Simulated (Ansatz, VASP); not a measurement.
**Si: VASP beside Ansatz**

```
Si
1.0
     0.00000    2.73447    2.73447
     2.73447    0.00000    2.73447
     2.73447    2.73447    0.00000
Si
2
Cartesian
  1.3672 1.3672 1.3672
  0.0000 0.0000 0.0000
```

Change from the starting cell: the structure that the rattled cell fell into.

Alike in both runs: task single point; functional PBE; k mesh 6 × 6 × 6; occupations gaussian, width 0.1 eV; no spin polarisation.

|  | VASP | Ansatz |
| --- | --- | --- |
| version | VASP 6.6.1 | Ansatz 0.2.0 |
| potentials or method | VASP PAW PBE potentials, release 64 (Si), cutoff 500 eV | scalar-relativistic, plane waves, PAW |
| valence electrons in the cell | 8 | 8 |

|  | VASP | Ansatz | Ansatz less VASP |
| --- | --- | --- | --- |
| gap on the k mesh at the Fermi level (eV) | 0.75 | 0.75 | -0.002 |
| least direct gap on the mesh (eV) | 2.55 | 2.55 | -0.005 |
| pressure (GPa) | 0.0 | 0.1 | +0.08 |
